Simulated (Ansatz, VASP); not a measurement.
# SrO in VASP and in Ansatz

The input INCAR:

```
PREC = Accurate
ENCUT = 600
EDIFF = 1E-6
ISMEAR = 0
SIGMA = 0.01
LREAL = False
LASPH = True
NELM = 120
ALGO = Normal
ISIF = 2
LWAVE = False
LCHARG = True
GGA = CA
LELF = True
LVHAR = True
NBANDS = 15
GGA_COMPAT = False
```

KPOINTS

```
Automatic mesh
0
Gamma
  8 8 8
```

Contents of POSCAR:

```
SrO
1.0
    0.0000000000      2.5070206759      2.5070206759
    2.5070206759      0.0000000000      2.5070206759
    2.5070206759      2.5070206759      0.0000000000
Sr O
1 1
Direct
    0.0000000000      0.0000000000      0.0000000000
    0.5000000000      0.5000000000      0.5000000000
```

Input for Ansatz:

```yaml
crystal:
  lattice:
    - [0.0, 2.5070206759, 2.5070206759]
    - [2.5070206759, 0.0, 2.5070206759]
    - [2.5070206759, 2.5070206759, 0.0]
  atoms:
    - { symbol: Sr, position: [0.0, 0.0, 0.0] }
    - { symbol: O, position: [0.5, 0.5, 0.5] }
basis:
  ecutwfc: 420
kpoints:
  mp_grid: { grid: [8, 8, 8] }
  band_path:
    path:
      - [0.0, 0.0, 0.0]
      - [0.0, 0.0, 0.0]
      - [0.0, 0.0, 0.0]
      - [0.0, 0.0, 0.0]
      - [0.0, 0.0, 0.0]
      - [0.0, 0.0, 0.0]
      - [0.0, 0.0, 0.0]
      - [0.0, 0.0, 0.0]
      - [0.0, 0.0, 0.0]
      - [0.0, 0.0, 0.0]
      - [0.0, 0.0, 0.0]
      - [0.0, 0.0, 0.0]
      - [0.0, 0.0, 0.0]
      - [0.0, 0.0, 0.0]
      - [0.0, 0.0, 0.0]
      - [0.0, 0.0, 0.0]
      - [0.0, 0.0, 0.0]
      - [0.0, 0.0, 0.0]
      - [0.0, 0.0, 0.0]
      - [0.0, 0.0, 0.0]
      - [0.0, 0.0, 0.0]
      - [0.0, 0.0, 0.0]
      - [0.0, 0.0, 0.0]
      - [0.0, 0.0, 0.0]
      - [0.0, 0.0, 0.0]
      - [0.0, 0.0, 0.0]
      - [0.3, 0.3, 0.0]
      - [0.3166666667, 0.3166666667, 0.0]
      - [0.3333333333, 0.3333333333, 0.0]
      - [0.35, 0.35, 0.0]
      - [0.3666666667, 0.3666666667, 0.0]
      - [0.3833333333, 0.3833333333, 0.0]
      - [0.4, 0.4, 0.0]
      - [0.4166666667, 0.4166666667, 0.0]
      - [0.4333333333, 0.4333333333, 0.0]
      - [0.45, 0.45, 0.0]
      - [0.4666666667, 0.4666666667, 0.0]
      - [0.4833333333, 0.4833333333, 0.0]
      - [0.5, 0.5, 0.0]
      - [0.5, 0.5, 0.5]
      - [0.5, 0.5, 0.5]
      - [0.5, 0.5, 0.5]
      - [0.5, 0.5, 0.5]
      - [0.5, 0.5, 0.5]
      - [0.5, 0.5, 0.5]
      - [0.5, 0.5, 0.5]
      - [0.5, 0.5, 0.5]
      - [0.5, 0.5, 0.5]
      - [0.5, 0.5, 0.5]
      - [0.5, 0.5, 0.5]
      - [0.5, 0.5, 0.5]
      - [0.5, 0.5, 0.5]
      - [0.5, 0.5, 0.5]
      - [0.5, 0.5, 0.5]
      - [0.5, 0.5, 0.5]
      - [0.5, 0.5, 0.5]
      - [0.5, 0.5, 0.5]
      - [0.5, 0.5, 0.5]
      - [0.5, 0.5, 0.5]
      - [0.5, 0.5, 0.5]
      - [0.5, 0.5, 0.5]
      - [0.5, 0.5, 0.5]
      - [0.5, 0.5, 0.5]
      - [0.5, 0.5, 0.5]
      - [0.5, 0.5, 0.5]
    npoints: 1
hamiltonian:
  xc: lda
  pseudopotentials: { kind: paw, azcp: { folder: soft_1 } }
scf:
  occupations: { method: fixed }
  n_extra_bands: 5
output:
  eigenvalues: true
```

Alike in both runs: task single point; functional LDA; k mesh 8 × 8 × 8; no spin polarisation.

|  | VASP | Ansatz |
| --- | --- | --- |
| version | VASP 6.6.1 | Ansatz 0.2.0 |
| potentials or method | VASP PAW LDA potentials, release 64 (Sr_sv, O), cutoff 600 eV | scalar-relativistic, plane waves, PAW |
| occupations | gaussian, width 0.01 eV | fixed |
| valence electrons in the cell | 16 | 16 |

VASP gave:

- gap on the k mesh at the Fermi level (eV): 3.03
- least direct gap on the mesh (eV): 3.05

Task: What did Ansatz give for the same quantities?

Result: gap on the k mesh at the Fermi level (eV): 3.10; least direct gap on the mesh (eV): 3.11.

Ansatz warns that its potentials were made for another functional, while VASP's fit it. LDA's correlation is that of Perdew and Zunger in VASP and of Perdew and Wang (1992) in Ansatz.
